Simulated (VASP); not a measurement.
Wanted: the native input for a VASP 6.6.1 run.

| Quantity | Value |
| --- | --- |
| Task | single point |
| Functional | PBE |
| Potentials or basis | VASP PAW PBE potentials, release 64 (Pt) |
| Cutoff | 520 eV |
| k mesh | 17 × 17 × 17 |
| Occupations | fermi-dirac, width 0.08 eV |
| Spin | no spin polarisation |
| Dipole correction | no |
| Further INCAR settings | ALGO = Normal; EDIFF = 1e-07; NBANDS = 11 |

The structure of Pt lies in POSCAR:

```
Pt
1.0
   -1.5160617224      1.5160617224      1.5160617224
    1.5160617224     -1.5160617224      1.5160617224
    1.5160617224      1.5160617224     -1.5160617224
Pt
1
Direct
    0.0000000000      0.0000000000      0.0000000000
```

This cell differs from its parent crystal: volume scaled by 0.88.

These files were run (other wordings do the same):

INCAR

```
PREC     = Accurate       # precision mode
ENCUT    = 520            # plane-wave cutoff, eV
EDIFF    = 1E-7           # SCF threshold, eV
ISMEAR   = -1             # smearing method
SIGMA    = 0.08           # smearing width, eV
LREAL    = F              # projectors in reciprocal space
LASPH    = T              # aspherical terms in the spheres
NELM     = 60             # most SCF steps
ALGO     = Normal         # electronic algorithm
ISIF     = 2              # what is computed and relaxed
LWAVE    = F              # write WAVECAR
LCHARG   = F              # write CHGCAR
GGA      = PE             # functional
NBANDS   = 11             # bands
```

KPOINTS

```
Automatic mesh
0
Gamma
  17 17 17
```

Potentials or basis: VASP PAW PBE potentials, release 64 (Pt).

Command:

```console
$ cat potpaw_PBE.64/Pt/POTCAR > POTCAR
$ mpirun -np 1 vasp_std > vasp.out
```

Results of the run:

```
Pressure               : 42.2 GPa
Band gap on the k mesh : zero (band 5 reaches 13.77 eV, above the bottom of band 6 at 11.18 eV)
```

Caveat: spin-orbit coupling is left out, which moves the levels of the heavy elements.

Wall time 10 s on 1 thread of Intel(R) Xeon(R) 6975P-C (Granite Rapids), with other jobs on the host, peak memory 0.14 GiB.
